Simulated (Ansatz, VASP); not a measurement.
# CdF2 in VASP and in Ansatz

```
Cd F
1.0
     0.00000    2.65759    2.65759
     2.65759    0.00000    2.65759
     2.65759    2.65759    0.00000
Cd F
1 2
Cartesian
  0.0000 0.0000 0.0000
  3.9864 3.9864 3.9864
  1.3288 1.3288 1.3288
```

Change from the starting cell: volume scaled by 0.96.

Alike in both runs: task single point; functional LDA; k mesh 9 × 9 × 9; occupations fermi-dirac, width 0.05 eV; no spin polarisation.

|  | VASP | Ansatz |
| --- | --- | --- |
| version | VASP 6.6.1 | Ansatz 0.2.0 |
| potentials or method | VASP PAW LDA potentials, release 64 (Cd, F), cutoff 520 eV | all-electron LAPW, scalar-relativistic |

VASP gave:

| Quantity | Value |
| --- | --- |
| gap on the k mesh at the Fermi level (eV) | 2.97 |
| least direct gap on the mesh (eV) | 3.37 |
| pressure (GPa) | 0.0 |

Estimate Ansatz's values.

gap on the k mesh at the Fermi level (eV): 2.97; least direct gap on the mesh (eV): 3.36; pressure (GPa): -1.2.

LDA's correlation is that of Perdew and Zunger in VASP and of Perdew and Wang (1992) in Ansatz. Ansatz ran all-electron here, and VASP with PAW potentials.
